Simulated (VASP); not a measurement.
AgIr2:

```
Ag Ir
1.0
     4.50596    0.00000    0.00000
    -2.25298    3.90227    0.00000
     0.00000    0.00000    2.67622
Ag Ir
1 2
Direct
  0.00000 0.00000 0.00000
  0.33333 0.66667 0.50000
  0.66667 0.33333 0.50000
```

| Property | Result |
| --- | --- |
| Program | VASP 6.6.1 |
| Task | relaxation of cell and atoms |
| Functional | PBE |
| Potentials or basis | VASP PAW PBE potentials, release 64 (Ag, Ir) |
| Cutoff | 600 eV |
| k mesh | 6 × 6 × 6 |
| Occupations | gaussian, width 0.1 eV |
| Spin | no spin polarisation |

At the start: pressure 2.1 GPa; volume 15.69 Å³/atom.

Task: How do energy, volume and symmetry change on relaxing?

Result: Over 5 steps the energy falls by 16.2 meV/atom and the volume is 15.87 Å³/atom (+1.2 %); space group P6/mmm (No. 191, to 0.1 Å) before and after.

The path:
| step | energy change (eV) | largest force (eV/Å) | pressure (GPa) | volume (Å³) |
| --- | --- | --- | --- | --- |
| 1 | 0.0000 | 0.0000 | 2.09 | 47.06 |
| 2 | -0.0397 | 0.0000 | -3.58 | 48.43 |
| 3 | -0.0424 | 0.0000 | -2.50 | 48.13 |
| 4 | -0.0335 | 0.0000 | 4.32 | 46.85 |
| 5 | -0.0487 | 0.0000 | 0.04 | 47.62 |

Final structure:
```
Ag Ir
1.0
     4.45422    0.00000    0.00000
    -2.22711    3.85747    0.00000
     0.00000    0.00000    2.77157
Ag Ir
1 2
Direct
  0.00000 0.00000 0.00000
  0.33333 0.66667 0.50000
  0.66667 0.33333 0.50000
```

Caveat: the k points lie up to 0.38 Å⁻¹ apart in the final cell, too coarse for converged energies and pressures of a metal.
